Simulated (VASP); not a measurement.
## SrO: relaxation of cell and atoms with LDA

SrO:

```
CELL_PARAMETERS angstrom
0.00000 2.56630 2.56630
2.56630 0.00000 2.56630
2.56630 2.56630 0.00000
ATOMIC_POSITIONS crystal
Sr 0.50000 0.50000 0.50000
O 0.00000 0.00000 0.00000
```

```yaml
Program: VASP 6.6.1
Task: relaxation of cell and atoms
Functional: LDA
Potentials_or_basis: VASP PAW LDA potentials, release 64 (Sr_sv, O)
Cutoff: 600 eV
k_mesh: 14 × 14 × 14
Occupations: fermi-dirac, width 0.05 eV
Spin: no spin polarisation
Dipole_correction: no
Further_INCAR_settings: ALGO = Normal; EDIFF = 1e-07; IBRION = 2; EDIFFG = -0.002; NSW = 100; ISIF = 3
```

```
Relaxed volume                        : 16.34 Å³/atom
Relaxed cell                          : a = 3.589 Å, b = 3.589 Å, c = 3.589 Å, α = 60.00°, β = 60.00°, γ = 60.00°
Space group after relaxing (to 0.1 Å) : Fm-3m (No. 225)
Energy gained by relaxing             : 5.8 meV/atom
Ionic steps                           : 3
Pressure after relaxing               : 0.0 GPa
Band gap on the k mesh                : 3.07 eV (least direct gap 3.12 eV)
```

The path:
```csv
step,energy change (eV),largest force (eV/Å),pressure (GPa),volume (Å³)
1,0.0000,0.0000,-3.22,33.80
2,-0.0088,0.0000,1.74,32.17
3,-0.0116,0.0000,0.00,32.69
```

Final structure:
```
Sr O
1.0
     0.00000    2.53779    2.53779
     2.53779    0.00000    2.53779
     2.53779    2.53779    0.00000
Sr O
1 1
Cartesian
  2.5378 2.5378 2.5378
  0.0000 0.0000 0.0000
```

Levels at points of the mesh, in eV from the valence-band top:
| k point | band 6 | band 7 | band 8 | band 9 | band 10 | band 11 |
| --- | --- | --- | --- | --- | --- | --- |
| (0.00, 0.00, 0.00) | 0.00 | 0.00 | 0.00 | 4.08 | 6.19 | 6.19 |
| (0.50, 0.00, 0.00) | -2.32 | -1.24 | -1.24 | 6.61 | 8.58 | 9.03 |
| (0.50, 0.50, 0.00) | -0.35 | -0.05 | -0.05 | 3.07 | 8.06 | 10.45 |

It took 110 s on 1 thread of Intel(R) Xeon(R) Platinum 8259CL CPU @ 2.50GHz (Skylake/Cascade Lake), with other jobs on the host, peak memory 0.2 GiB.

A k mesh can miss the band edges. Zero-point motion and thermal expansion aren't in these numbers.
